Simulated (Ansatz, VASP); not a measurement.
Zr in VASP and in Ansatz

```xyz
2
Lattice="3.2320 0.0000 0.0000 -1.6160 2.7990 0.0000 0.0000 0.0000 4.9926" Properties=species:S:1:pos:R:3 pbc="T T T"
Zr    0.0000    1.8660    1.2481
Zr    1.6160    0.9330    3.7444
```

Change from the starting cell: strain +0.000 along x and y, -0.030 along z, atoms carried along.

Alike in both runs: task single point; functional PBE; k mesh 18 × 18 × 10; occupations gaussian, width 0.15 eV; no spin polarisation.

|  | VASP | Ansatz |
| --- | --- | --- |
| version | VASP 6.6.1 | Ansatz 0.2.0 |
| potentials or method | VASP PAW PBE potentials, release 64 (Zr_sv), cutoff 520 eV | scalar-relativistic, plane waves, PAW |
| valence electrons in the cell | 24 | 24 |

```tsv
	VASP	Ansatz	Ansatz less VASP
gap on the k mesh at the Fermi level (eV)	none	none	-
pressure (GPa)	3.7	3.7	-0.03
traceless stress, the component that is largest in VASP (GPa)	2.53	2.53	0.000
```

A gap of «none» marks a metal or a gap that the smearing closes. With one functional, cell and mesh, what is left measures potentials, basis and numerics.
